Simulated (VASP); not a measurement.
Crystal: BN.

```
N B
1.0
     1.25941    0.72712    3.39527
    -1.25941    0.72712    3.39527
     0.00000   -1.45424    3.39527
N B
1 1
Direct
  0.66724 0.66724 0.66724
  0.00033 0.00033 0.00033
```

Base run:

```yaml
Program: VASP 6.6.1
Functional: PBE0
Potentials_or_basis: VASP PAW PBE potentials, release 64 (N, B)
Cutoff: 520 eV
k_mesh: 8 × 8 × 8
Occupations: fermi-dirac, width 0.05 eV
Spin: no spin polarisation
```

Its results: band gap on the k mesh 6.29 eV (least direct gap 7.03 eV); pressure -5.9 GPa; largest force 0.008 eV/Å.

Problem. The run is repeated on the same cell with these changes: functional from PBE0 to HSE06. What comes out?

Solution. Band gap on the k mesh 5.54 eV (least direct gap 6.27 eV); pressure -5.9 GPa; largest force 0.007 eV/Å.

Caveats: the PAW data sets were made with another functional, which shifts forces and pressure a little; the stress differs along the axes, from -10 to 1 GPa (at least some runs); the stress differs along the axes, from -10 to 2 GPa (at least some runs).

A k mesh can miss the band edges.
